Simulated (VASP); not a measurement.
# Sn2GeO3: single point with PBE

Sn2GeO3:

```
Sn Ge O
1.0
     3.79016    0.00000    0.00000
     0.00000    3.79016    0.00000
     0.00000    0.00000   14.73163
Sn Ge O
4 2 6
Direct
  0.00000 0.00000 0.07897
  0.00000 0.00000 0.40419
  0.00000 0.00000 0.75213
  0.50000 0.50000 0.59098
  0.50000 0.50000 0.25710
  0.50000 0.50000 0.93153
  0.00000 0.50000 0.99798
  0.00000 0.50000 0.32346
  0.00000 0.50000 0.67111
  0.50000 0.00000 0.99798
  0.50000 0.00000 0.32346
  0.50000 0.00000 0.67111
```

* Program: VASP 6.6.1
* Task: single point
* Functional: PBE
* Potentials or basis: VASP PAW PBE potentials, release 64 (Sn_d, Ge_d, O)
* Cutoff: 520 eV
* k mesh: 4 × 4 × 2
* Occupations: gaussian, width 0.1 eV
* Spin: no spin polarisation

```yaml
Pressure: 0.3 GPa
Largest_force: 0.079 eV/Å
Band_gap_on_the_k_mesh: 0.94 eV, indirect (least direct gap 1.49 eV)
```

Forces in eV/Å, atoms in the order of the input:
```
Sn   0.000  0.000  0.076
Sn   0.000  0.000  0.073
Sn   0.000  0.000  0.079
Sn   0.000  0.000 -0.073
Ge   0.000  0.000 -0.074
Ge   0.000  0.000 -0.075
O    0.000  0.000 -0.001
O    0.000  0.000  0.001
O    0.000  0.000 -0.003
O    0.000  0.000 -0.001
O    0.000  0.000  0.001
O    0.000  0.000 -0.003
```

Levels at points of the mesh, in eV from the valence-band top:
```tsv
k point	band 56	band 57	band 58	band 59	band 60	band 61	band 62	band 63	band 64	band 65
(0.00, 0.00, 0.00)	-2.44	-2.44	-1.09	-0.75	-0.02	1.47	1.97	2.56	3.88	3.88
(0.50, 0.00, 0.00)	-1.99	-1.43	-1.38	-1.37	-1.26	2.74	2.77	3.07	3.12	3.68
(0.50, 0.50, 0.00)	-1.80	-1.79	-1.78	-1.58	-1.27	0.95	0.95	2.20	2.20	2.38
(0.00, 0.00, 0.50)	-2.44	-2.44	-1.52	-0.49	0.00	1.58	1.89	2.48	3.68	3.68
(0.50, 0.00, 0.50)	-1.81	-1.76	-1.68	-1.22	-1.11	2.70	2.82	3.05	3.11	3.75
(0.50, 0.50, 0.50)	-1.79	-1.78	-1.64	-1.54	-1.42	1.22	1.22	1.43	1.43	3.22
```

Run time: 4.8 min on 1 thread of AMD EPYC 7R43 64-Core Processor (Zen 3), on a shared host, peak memory 0.32 GiB.

Caveat: spin-orbit coupling is left out, which moves the levels of the heavy elements. A k mesh can miss the band edges.
